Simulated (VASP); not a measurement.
# Na (Pm-3n) in VASP: notebook, part 2 of 2

VASP 6.6.1. The steps go on from the part before.

## (3) Single point, r2SCAN

This run uses another cell than the first one, of 37.99 Å³/atom, 1.012 times its volume.

File POSCAR:

```
Na
1.0
    6.7236344615      0.0000000000      0.0000000000
    0.0000000000      6.7236344615      0.0000000000
    0.0000000000      0.0000000000      6.7236344615
Na
8
Direct
    0.0000000000      0.0000000000      0.0000000000
    0.5000000000      0.2500000000      0.0000000000
    0.5000000000      0.7500000000      0.0000000000
    0.0000000000      0.5000000000      0.2500000000
    0.2500000000      0.0000000000      0.5000000000
    0.7500000000      0.0000000000      0.5000000000
    0.5000000000      0.5000000000      0.5000000000
    0.0000000000      0.5000000000      0.7500000000
```

File INCAR.step1:

```
SYSTEM = Na
PREC = Accurate ; ENCUT = 520
ISMEAR = 0 ; SIGMA = 0.1
LREAL = .False. ; LASPH = .True.
NELM = 100 ; NBANDS = 38
GGA = PE ; ALGO = Normal
EDIFF = 1E-4 ; LWAVE = .True.
LCHARG = .False.
```

File INCAR.step2:

```
SYSTEM = Na
PREC = Accurate ; ENCUT = 520
EDIFF = 1E-6 ; ISMEAR = 0
SIGMA = 0.1 ; LREAL = .False.
LASPH = .True. ; NELM = 100
ALGO = Normal ; ISIF = 2
LWAVE = .False. ; LCHARG = .False.
METAGGA = R2SCAN ; LMIXTAU = .True.
NBANDS = 38 ; ISTART = 1
```

File KPOINTS:

```
regular mesh
0
Gamma
  6 6 6
  0 0 0
```

Potentials or basis: VASP PAW PBE potentials, release 64 (Na_pv).

Run with:

```
> cat potpaw_PBE.64/Na_pv/POTCAR > POTCAR
> cp INCAR.step1 INCAR
> mpirun -np 1 vasp_std > vasp.out
> cp INCAR.step2 INCAR
> mpirun -np 1 vasp_std > vasp.out
```

OUTCAR:

```text
SYSTEM = Na
   PREC = Accurate
   ENCUT = 520
   EDIFF = 1E-6
   ISMEAR = 0
   LREAL = .False.
   LASPH = .True.
   NELM = 100
   ISIF = 2
   METAGGA = R2SCAN
   ISTART = 1

 ion  position               nearest neighbor table
   1  0.000  0.000  0.000-
   2  0.500  0.250  0.000-
   3  0.500  0.750  0.000-
   4  0.000  0.500  0.250-
   5  0.250  0.000  0.500-
   6  0.750  0.000  0.500-
   7  0.500  0.500  0.500-
   8  0.000  0.500  0.750-

  LATTYP: Found a simple cubic cell.
 ALAT       =     6.7236344615

  Lattice vectors:

 A1 = (   6.7236344615,   0.0000000000,   0.0000000000)
 A2 = (   0.0000000000,   6.7236344615,   0.0000000000)
 A3 = (   0.0000000000,   0.0000000000,   6.7236344615)

Analysis of symmetry for initial positions (statically):
=====================================================================
 Subroutine PRICEL returns:
 Original cell was already a primitive cell.
[... 180 lines left out ...]

 val. band max:        0.2074734674   @ k =   0.5000   0.5000   0.3333
 cond. band min:       0.2948807100   @ k =   0.5000   0.1667   0.1667
 fundamental gap:      0.0874072426
 Fermi energy:         0.2831951004

 k-point     1 :       0.0000    0.0000    0.0000
  band No.  band energies     occupation
      1     -25.8335      2.00000
      2     -25.8335      2.00000
      3     -25.8298      2.00000
      4     -25.7954      2.00000
      5     -25.7954      2.00000
      6     -25.7954      2.00000
[... 809 lines left out ...]
     37       5.8945      0.00000
     38       5.8945      0.00000

------------------------ aborting loop because EDIFF is reached ----------------------------------------

  FORCE on cell =-STRESS in cart. coord.  units (eV):
  Direction    XX          YY          ZZ          XY          YZ          ZX
  --------------------------------------------------------------------------------------
  -------------------------------------------------------------------------------------
  Total        0.0556606      0.0556606      0.0556606     -0.0000000     -0.0000000      0.0000000
  in kB        0.2933904      0.2933904      0.2933904     -0.0000000     -0.0000000      0.0000000
  external PRESSURE =       0.2933904 kB  Pullay stress =       0.0000000 kB

 VOLUME and BASIS-vectors are now :
 -----------------------------------------------------------------------------
  energy-cutoff  :      520.00
  volume of cell :      303.96
      direct lattice vectors                 reciprocal lattice vectors
     6.723634461  0.000000000  0.000000000     0.148729085  0.000000000  0.000000000
     0.000000000  6.723634461  0.000000000     0.000000000  0.148729085  0.000000000
     0.000000000  0.000000000  6.723634461     0.000000000  0.000000000  0.148729085

 POSITION                                       TOTAL-FORCE (eV/Angst)
 -----------------------------------------------------------------------------------
      0.00000      0.00000      0.00000         0.000000     -0.000000      0.000000
      3.36182      1.68091      0.00000         0.000000      0.000000     -0.000000
      3.36182      5.04273      0.00000        -0.000000     -0.000000      0.000000
      0.00000      3.36182      1.68091        -0.000000     -0.000000      0.000000
      1.68091      0.00000      3.36182        -0.000000      0.000000      0.000000
      5.04273      0.00000      3.36182         0.000000      0.000000     -0.000000
      3.36182      3.36182      3.36182         0.000000     -0.000000      0.000000
      0.00000      3.36182      5.04273         0.000000      0.000000      0.000000
 -----------------------------------------------------------------------------------
    total drift:                                0.000000     -0.000000     -0.000000

  FREE ENERGIE OF THE ION-ELECTRON SYSTEM (eV)
  ---------------------------------------------------
  free  energy   TOTEN  =       -28.3130888623 eV

  energy  without entropy=      -28.2898576830  energy(sigma->0) =      -28.30147327
```

OUTCAR.step1:

```text
SYSTEM = Na
   PREC = Accurate
   ENCUT = 520
   ISMEAR = 0
   LREAL = .False.
   LASPH = .True.
   NELM = 100
[... 1058 lines left out ...]
      5.04273      0.00000      3.36182         0.000000      0.000000     -0.000000
      3.36182      3.36182      3.36182         0.000000     -0.000000      0.000000
      0.00000      3.36182      5.04273         0.000000      0.000000      0.000000
 -----------------------------------------------------------------------------------
    total drift:                                0.000000     -0.000000     -0.000000

  FREE ENERGIE OF THE ION-ELECTRON SYSTEM (eV)
  ---------------------------------------------------
  free  energy   TOTEN  =       -10.3788551477 eV

  energy  without entropy=      -10.3558282615  energy(sigma->0) =      -10.36734170
```

Wall time 9.4 min (1 thread of Intel Xeon Platinum 8488C (Sapphire Rapids), shared host); peak memory 0.43 GiB.

What came out:

```yaml
Free_energy: -28.3131 eV
Pressure: 0.0 GPa
Band_gap_on_the_k_mesh: zero (band 28 reaches 1.01 eV, above the bottom of band 29 at -0.47 eV)
```

Levels at points of the mesh, in eV from the Fermi level:
```tsv
k point	band 25	band 26	band 27	band 28	band 29	band 30	band 31	band 32
(0.00, 0.00, 0.00)	-3.44	0.01	0.01	0.01	0.21	0.21	0.23	3.14
(0.50, 0.00, 0.00)	-2.53	-2.53	0.73	0.73	0.90	0.90	1.01	1.01
(0.50, 0.50, 0.00)	-1.63	-1.63	-1.63	-1.63	1.45	1.56	1.56	1.56
(0.50, 0.50, 0.50)	-0.75	-0.75	-0.75	-0.75	-0.75	-0.75	-0.75	-0.75
```

Caveat: the PAW data sets were made with another functional, which shifts forces and pressure a little.
